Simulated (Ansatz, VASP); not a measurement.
## SnO2 in VASP and in Ansatz

The input INCAR:

```
SYSTEM = SnO2
  PREC = Accurate
  ENCUT = 520
  EDIFF = 1E-6
  ISMEAR = 0
  SIGMA = 0.05
  LREAL = .False.
  LASPH = .True.
  NELM = 100
  ALGO = Normal
  ISIF = 2
  LWAVE = .False.
  LCHARG = .False.
  GGA = PS
  NBANDS = 35
```

Contents of KPOINTS:

```
regular mesh
0
Gamma
  6 6 8
  0 0 0
```

The input POSCAR:

```
SnO2
1.0
    4.6890866457      0.0000000000      0.0000000000
    0.0000000000      4.6890866457      0.0000000000
    0.0000000000      0.0000000000      3.1577393212
Sn O
2 4
Direct
    0.0000000000      0.0000000000      0.0000000000
    0.5000000000      0.5000000000      0.5000000000
    0.3062980674      0.3062980674      0.0000000000
    0.1937019326      0.8062980674      0.5000000000
    0.6937019326      0.6937019326      0.0000000000
    0.8062980674      0.1937019326      0.5000000000
```

Input for Ansatz:

```yaml
crystal:
  lattice:
    - [4.6890866457, 0.0, 0.0]
    - [0.0, 4.6890866457, 0.0]
    - [0.0, 0.0, 3.1577393212]
  atoms:
    - { symbol: Sn, position: [0.0, 0.0, 0.0] }
    - { symbol: Sn, position: [0.5, 0.5, 0.5] }
    - { symbol: O, position: [0.3062980674, 0.3062980674, 0.0] }
    - { symbol: O, position: [0.1937019326, 0.8062980674, 0.5] }
    - { symbol: O, position: [0.6937019326, 0.6937019326, 0.0] }
    - { symbol: O, position: [0.8062980674, 0.1937019326, 0.5] }
basis:
  ecutwfc: 520.0
kpoints:
  mp_grid: { grid: [6, 6, 8] }
hamiltonian:
  xc: pbesol
  pseudopotentials: { kind: paw, azcp: { folder: soft_1 } }
scf:
  occupations: { method: gaussian, width: 0.05 }
output:
  forces: true
  stress: true
  eigenvalues: true
  write_density: true
  write_potential: true
  elf: true
  volumetric_format: npy
```

Change from the starting cell: mode 4 frozen in at +0.000 Å, equal normal strain along x, y and z -0.0167.

Alike in both runs: task single point; functional PBEsol; k mesh 6 × 6 × 8; occupations gaussian, width 0.05 eV; no spin polarisation.

|  | VASP | Ansatz |
| --- | --- | --- |
| version | VASP 6.6.1 | Ansatz 0.2.0 |
| potentials or method | VASP PAW PBE potentials, release 64 (Sn_d, O), cutoff 520 eV | scalar-relativistic, plane waves, PAW |
| valence electrons in the cell | 52 | 52 |

```tsv
	VASP	Ansatz	Ansatz less VASP
gap on the k mesh at the Fermi level (eV)	1.51	1.51	+0.003
least direct gap on the mesh (eV)	1.51	1.51	+0.003
pressure (GPa)	12.3	11.4	-0.92
traceless stress, the component that is largest in VASP (GPa)	2.49	2.20	-0.291
rms of the force components (eV/Å)	0.099	0.088	-0.0114
```

VASP's potentials were made for PBE, not for PBEsol, and Ansatz warns of the same on its side. Atom by atom the forces differ by 0.011 eV/Å (rms over components).
